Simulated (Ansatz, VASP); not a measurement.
## MgAl30: VASP beside Ansatz

```
Al Mg
1.0
     8.10000    0.00000    0.00000
     0.00000    8.10000    0.00000
     0.00000    0.00000    8.10000
Al Mg
30 1
Direct
  0.49831 0.00168 0.99779
  0.75049 0.25341 0.99672
  0.00283 0.00147 0.99803
  0.25039 0.25138 0.99892
  0.49795 0.49851 0.99821
  0.75064 0.74778 0.99655
  0.25061 0.00264 0.24735
  0.49823 0.25221 0.24831
  0.75048 0.50625 0.25282
  0.49460 0.99954 0.50393
  0.75059 0.25350 0.50204
  0.75045 0.99727 0.74409
  0.00287 0.49879 0.99819
  0.25058 0.74924 0.99660
  0.00273 0.25233 0.24856
  0.25050 0.49718 0.24869
  0.49448 0.74630 0.25069
  0.00658 0.99960 0.50396
  0.25064 0.25378 0.50064
  0.50201 0.50356 0.50085
  0.25055 0.00153 0.75299
  0.49796 0.25209 0.75137
  0.75057 0.50286 0.74719
  0.00663 0.74642 0.25069
  0.99925 0.50355 0.50104
  0.25050 0.74803 0.50236
  0.00311 0.25190 0.75163
  0.25040 0.49892 0.75122
  0.50178 0.74911 0.74666
  0.99921 0.74938 0.74686
  0.75054 0.98985 0.26014
```

Alike in both runs: functional PBE; k mesh 3 × 3 × 3; occupations gaussian, width 0.05 eV; no spin polarisation.

Ansatz relaxed the structure, and its values are those at the end. VASP's run is a single point on that final structure, the one shown.

|  | VASP | Ansatz |
| --- | --- | --- |
| version | VASP 6.6.1 | Ansatz 0.2.0 |
| potentials or method | VASP PAW PBE potentials, release 64 (Al, Mg), cutoff 520 eV | scalar-relativistic, plane waves, PAW |
| valence electrons in the cell | 92 | 100 |

VASP gave:

```
rms of the force components (eV/Å) : 0.005
```

Q: Estimate Ansatz's values.

A: rms of the force components (eV/Å): 0.004.

The functional is the same, so the differences come from potentials, cutoffs and numerics. VASP's potentials hold 92 valence electrons a cell and Ansatz's 100, so a difference there can come from the potentials and not from the codes.
